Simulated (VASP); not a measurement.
## TiCo: relaxation of cell and atoms with PBE

Crystal: TiCo.

```
CELL_PARAMETERS angstrom
0.00000 2.42441 2.42441
2.42441 0.00000 2.42441
2.42441 2.42441 0.00000
ATOMIC_POSITIONS crystal
Ti 0.50000 0.50000 0.50000
Co 0.00000 0.00000 0.00000
```

The cell was built from a structure type or drawn by symmetry, and may not be a known phase.

```
Program                : VASP 6.6.1
Task                   : relaxation of cell and atoms
Functional             : PBE
Potentials or basis    : VASP PAW PBE potentials, release 64 (Ti_sv, Co)
Cutoff                 : 600 eV
k mesh                 : 20 × 20 × 20
Occupations            : gaussian, width 0.1 eV
Spin                   : no spin polarisation
Dipole correction      : no
Further INCAR settings : ALGO = Fast; EDIFF = 1e-06; IBRION = 2; EDIFFG = -0.01; NSW = 100; ISIF = 3
```

```yaml
Pressure_after_relaxing: 0.0 GPa
Band_gap_on_the_k_mesh: zero (an odd number of electrons rules out a gap without spin polarisation)
```

Final structure:
```yaml
crystal:
  lattice:
    - [0.00000, 2.42441, 2.42441]
    - [2.42441, 0.00000, 2.42441]
    - [2.42441, 2.42441, 0.00000]
  atoms:
    - { symbol: Ti, position: [0.50000, 0.50000, 0.50000] }
    - { symbol: Co, position: [0.00000, 0.00000, 0.00000] }
```

Levels at points of the mesh, in eV from the Fermi level:
```tsv
k point	band 6	band 7	band 8	band 9	band 10	band 11	band 12	band 13	band 14
(0.00, 0.00, 0.00)	-2.75	-2.75	-2.53	-2.53	-2.53	2.35	2.35	2.35	3.56
(0.50, 0.00, 0.00)	-3.03	-1.47	-1.47	-0.86	-0.86	0.00	0.00	0.38	2.04
(0.50, 0.50, 0.00)	-3.04	-2.19	-1.73	-0.72	-0.72	-0.51	2.14	2.40	2.40
```

Wall time 3.4 min on 1 thread of AMD EPYC 9R45 96-Core Processor (Zen 5), on a shared host, peak memory 0.24 GiB.

Caveat: the relaxation stopped at its first step, so nothing moved; the run has no spin polarisation, though such a crystal can be magnetic. Spin polarisation is off, so any magnetic state and its effect on volume and gap are missing.
